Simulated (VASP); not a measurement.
Crystal: SiC4.

```
Si C
1.0
     1.68813    0.97464    5.51340
    -1.68813    0.97464    5.51340
     0.00000   -1.94928    5.51340
Si C
1 4
Direct
  0.00000 0.00000 0.00000
  0.62500 0.62500 0.62500
  0.12500 0.12500 0.12500
  0.87500 0.87500 0.87500
  0.37500 0.37500 0.37500
```

This cell differs from its parent crystal: atoms taken out.

```yaml
Program: VASP 6.6.1
Task: relaxation of cell and atoms
Functional: PBE
Potentials_or_basis: VASP PAW PBE potentials, release 64 (Si, C)
Cutoff: 600 eV
k_mesh: 6 × 6 × 6
Occupations: gaussian, width 0.1 eV
Spin: no spin polarisation
```

At the start: pressure -23.1 GPa; volume 10.89 Å³/atom.

**Question.** How do energy, volume and symmetry change on relaxing?

**Answer.** Over 70 steps the energy falls by 2710.1 meV/atom and the volume is 7.31 Å³/atom (-32.8 %); space group R-3m (No. 166, to 0.1 Å) before and after.

The path:
| step | energy change (eV) | largest force (eV/Å) | pressure (GPa) | volume (Å³) |
| --- | --- | --- | --- | --- |
| 1 | 0.0000 | 1.2383 | -23.11 | 54.43 |
| 3 | -1.4450 | 3.4272 | 10.09 | 39.83 |
| 5 | -2.6258 | 0.6310 | 34.32 | 32.89 |
| 7 | -3.3497 | 0.4526 | -1.00 | 36.66 |
| 9 | -3.6671 | 0.7611 | -6.43 | 36.94 |
| 11 | -3.7541 | 0.5800 | -4.84 | 36.38 |
| 13 | -4.1432 | 2.6920 | 19.95 | 32.59 |
| 15 | -4.1629 | 2.8412 | 30.58 | 31.58 |
| 17 | -4.1718 | 2.8230 | 40.50 | 30.78 |
| 19 | -4.2037 | 2.6942 | 46.36 | 30.37 |
| 21 | -4.2507 | 2.4611 | 54.62 | 29.86 |
| 23 | -4.6108 | 2.2500 | 51.57 | 30.15 |
| 25 | -6.0005 | 1.5377 | 41.73 | 31.32 |
| 27 | -9.6558 | 10.9441 | 34.22 | 35.99 |
| 29 | -10.2621 | 6.6672 | 36.85 | 35.21 |
| 31 | -10.1749 | 10.4406 | 3.55 | 38.20 |
| 33 | -11.2323 | 6.8573 | 14.43 | 36.92 |
| 35 | -12.7425 | 1.2770 | -2.75 | 38.61 |
| 37 | -12.8060 | 0.5332 | -2.24 | 39.21 |
| 39 | -12.8269 | 0.4605 | -0.46 | 39.23 |
| 41 | -12.8538 | 0.3819 | 1.31 | 39.17 |
| 43 | -12.8683 | 0.3333 | -3.46 | 39.66 |
| 45 | -12.9590 | 0.4836 | -9.75 | 39.66 |
| 47 | -13.0279 | 1.2052 | -17.02 | 39.64 |
| 49 | -13.0345 | 1.3015 | -17.45 | 39.60 |
| 51 | -13.0449 | 1.4238 | -17.81 | 39.52 |
| 53 | -13.1094 | 1.3006 | -16.80 | 39.28 |
| 55 | -13.3159 | 1.2205 | -11.76 | 38.33 |
| 57 | -13.3924 | 2.0148 | -6.08 | 37.54 |
| 59 | -13.5079 | 0.5226 | -3.78 | 37.20 |
| 61 | -13.5216 | 0.6131 | -2.28 | 37.02 |
| 63 | -13.5307 | 0.5122 | -1.85 | 36.93 |
| 65 | -13.5262 | 0.3082 | 4.22 | 36.01 |
| 67 | -13.5492 | 0.1596 | 0.85 | 36.48 |
| 69 | -13.5505 | 0.0574 | -0.13 | 36.57 |
| 70 | -13.5505 | 0.0182 | -0.07 | 36.56 |

Final structure:
```yaml
crystal:
  lattice:
    - [1.27039, 0.73346, 6.53981]
    - [-1.27039, 0.73346, 6.53981]
    - [0.00000, -1.46692, 6.53981]
  atoms:
    - { symbol: Si, position: [0.00000, 0.00000, 0.00000] }
    - { symbol: C, position: [0.54080, 0.54080, 0.54080] }
    - { symbol: C, position: [0.10178, 0.10178, 0.10178] }
    - { symbol: C, position: [0.89822, 0.89822, 0.89822] }
    - { symbol: C, position: [0.45920, 0.45920, 0.45920] }
```

Caveat: the k points lie up to 0.48 Å⁻¹ apart in the final cell, too coarse for converged energies and pressures of a metal; the cell differs from its parent crystal (atoms taken out); the volume moved by over 15 % at a fixed basis, so the end points are rough.
